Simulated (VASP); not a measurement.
A run of VASP 6.6.1:

The input POSCAR:

```
GaN
1.0
    0.0000000000      2.2489448523      2.2489448523
    2.2489448523      0.0000000000      2.2489448523
    2.2489448523      2.2489448523      0.0000000000
Ga N
1 1
Direct
    0.0000000000      0.0000000000      0.0000000000
    0.2500000000      0.2500000000      0.2500000000
```

INCAR.step1

```
SYSTEM = GaN
ALGO = Normal
EDIFF = 1E-4
ENCUT = 600
GGA = PE
ISMEAR = 0
LASPH = .True.
LCHARG = .False.
LREAL = .False.
LWAVE = .True.
NELM = 100
PREC = Accurate
SIGMA = 0.01
```

INCAR.step2

```
SYSTEM = GaN
ALGO = Normal
EDIFF = 1E-6
EDIFFG = -0.002
ENCUT = 600
IBRION = 2
ISIF = 3
ISMEAR = 0
ISTART = 1
LASPH = .True.
LCHARG = .False.
LMIXTAU = .True.
LREAL = .False.
LWAVE = .False.
METAGGA = R2SCAN
NELM = 100
NSW = 100
PREC = Accurate
PSTRESS = 100.0
SIGMA = 0.01
```

The input KPOINTS:

```
k-points
0
Gamma
  10 10 10
  0 0 0
```

Potentials or basis: VASP PAW PBE potentials, release 64 (Ga_d, N).

Run with:

```bash
$ cat potpaw_PBE.64/Ga_d/POTCAR potpaw_PBE.64/N/POTCAR > POTCAR
$ cp INCAR.step1 INCAR
$ mpirun -np 1 vasp_std > vasp.out
$ cp INCAR.step2 INCAR
$ mpirun -np 1 vasp_std > vasp.out
```

Hardware: 1 thread of Intel Xeon 8259CL, on a shared host.

**Question.** Estimate the wall time of this run.

**Answer.** Wall time 8.6 min on 1 thread of Intel Xeon 8259CL, on a shared host, peak memory 0.19 GiB. Counts: k points 47, ion steps 9.
